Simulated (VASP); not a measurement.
Write the native input for VASP 6.6.1 that does the following.

| Property | Result |
| --- | --- |
| Task | single point |
| Functional | LDA |
| Potentials or basis | VASP PAW LDA potentials, release 64 (Ag, Rh_pv) |
| Cutoff | 520 eV |
| k mesh | 11 × 11 × 6 |
| Occupations | fermi-dirac, width 0.05 eV |
| Spin | no spin polarisation |
| Dipole correction | no |
| Further INCAR settings | ALGO = Normal; EDIFF = 1e-06; NBANDS = 20 |

The structure of AgRh lies in POSCAR:

```
AgRh
1.0
    2.7775881998      0.0000000000      0.0000000000
   -1.3887940999      2.4054619423      0.0000000000
    0.0000000000      0.0000000000      4.8086020000
Ag Rh
1 1
Direct
    0.0000000000      0.0000000000      0.5000000000
    0.6666666667      0.3333333333      0.0000000000
```

These files were run (other wordings do the same):

INCAR

```
SYSTEM = AgRh
PREC     = Accurate       ! precision mode
ENCUT    = 520            ! plane-wave cutoff, eV
EDIFF    = 1E-6           ! SCF threshold, eV
ISMEAR   = -1             ! smearing method
SIGMA    = 0.05           ! smearing width, eV
LREAL    = .FALSE.        ! projectors in reciprocal space
LASPH    = .TRUE.         ! aspherical terms in the spheres
NELM     = 60             ! most SCF steps
ALGO     = Normal         ! electronic algorithm
ISIF     = 2              ! what is computed and relaxed
LWAVE    = .FALSE.        ! write WAVECAR
LCHARG   = .FALSE.        ! write CHGCAR
GGA      = CA             ! functional
NBANDS   = 20             ! bands
```

KPOINTS

```
regular mesh
0
G
  11 11 6
  0 0 0
```

Potentials or basis: VASP PAW LDA potentials, release 64 (Ag, Rh_pv).

Launch:

```console
$ cat potpaw_LDA.64/Ag/POTCAR potpaw_LDA.64/Rh_pv/POTCAR > POTCAR
$ mpirun -np 1 vasp_std > vasp.out
```

It gave:

```
Pressure               : -15.3 GPa
Band gap on the k mesh : zero (bands 13 and 14 overlap by 1.32 eV)
```

Caveat: the cell stands under tension.

Run time: 24 s on 1 thread of Intel Xeon 8259CL, with other jobs on the host, peak memory 0.17 GiB.
